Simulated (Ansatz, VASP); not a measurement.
# GaB12: VASP beside Ansatz

```
Ga B
1.0
     0.00000    3.74049    3.74049
     3.74049    0.00000    3.74049
     3.74049    3.74049    0.00000
Ga B
1 12
Direct
  0.00000 0.00000 0.00000
  0.83757 0.50000 0.50000
  0.83757 0.50000 0.16243
  0.50000 0.83757 0.16243
  0.50000 0.83757 0.50000
  0.16243 0.50000 0.50000
  0.50000 0.16243 0.50000
  0.50000 0.16243 0.83757
  0.16243 0.50000 0.83757
  0.16243 0.83757 0.50000
  0.50000 0.50000 0.83757
  0.50000 0.50000 0.16243
  0.83757 0.16243 0.50000
```

Change from the starting cell: species swapped into the ScB12 type (Fm-3m, No. 225).

Alike in both runs: task relaxation of cell and atoms; functional PBE; k mesh 10 × 10 × 10; occupations gaussian, width 0.1 eV; no spin polarisation.

|  | VASP | Ansatz |
| --- | --- | --- |
| version | VASP 6.6.1 | Ansatz 0.2.0 |
| potentials or method | VASP PAW PBE potentials, release 64 (Ga_d, B), cutoff 600 eV | scalar-relativistic, plane waves, PAW |
| valence electrons in the cell | 49 | 49 |

|  | VASP | Ansatz | Ansatz less VASP |
| --- | --- | --- | --- |
| gap on the k mesh at the Fermi level, each at its own relaxed structure (eV) | none | none | - |
| relaxed volume (Å³/atom) | 8.07 | 8.07 | +0.001 |
| relaxed length of the cell vector where the two differ most in proportion (Å) | 5.293 | 5.293 | +0.0002 |

A gap of «none» marks a metal or a gap that the smearing closes.
